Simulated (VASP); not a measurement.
Runs of VASP 6.6.1 on Al. The structure is that of space group Fd-3m (No. 227), or close to it. The cells are those of the table. 

| task | cell | k mesh | cutoff (eV) | gap on the mesh (eV) | pressure (GPa) |
| --- | --- | --- | --- | --- | --- |
| single point | a = 4.312 Å, angles 60.0°, 2 atoms | 10 × 10 × 10 | 520 | none | -0.1 |
| single point | a = 4.368 Å, angles 60.0°, 2 atoms | 10 × 10 × 10 | 520 | none | -1.3 |
| single point | a = 4.193 Å, angles 60.0°, 2 atoms | 10 × 10 × 10 | 520 | none | (a) |
| single point | a = 4.478 Å, angles 60.0°, 2 atoms | 10 × 10 × 10 | 520 | none | -3.2 |
| single point | a = 4.132 Å, angles 60.0°, 2 atoms | 10 × 10 × 10 | 520 | none | (b) |
| relaxation of cell and atoms | relaxed from a = 3.987 Å, angles 60.0°, 2 atoms | 10 × 10 × 10 | 600 | none | 0.0 |
| single point | a = 4.253 Å, angles 60.0°, 2 atoms | 10 × 10 × 10 | 520 | none | 1.5 |
| single point | a = 4.424 Å, angles 60.0°, 2 atoms | 10 × 10 × 10 | 520 | none | -2.3 |
| single point | a = 4.312 Å, angles 60.0°, 2 atoms | 15 × 15 × 15 | 520 | none | 0.0 |

Alike in all rows: level RPBE; potentials or basis VASP PAW PBE potentials, release 64 (Al); no spin polarisation; smearing fermi-dirac 0.1 eV.

Q: Estimate the missing entries.

A: (a) 3.4; (b) 5.8.

Caveats: the PAW data sets were made with another functional, which shifts forces and pressure a little.

A gap of «none» marks levels without a gap at the run's occupations.
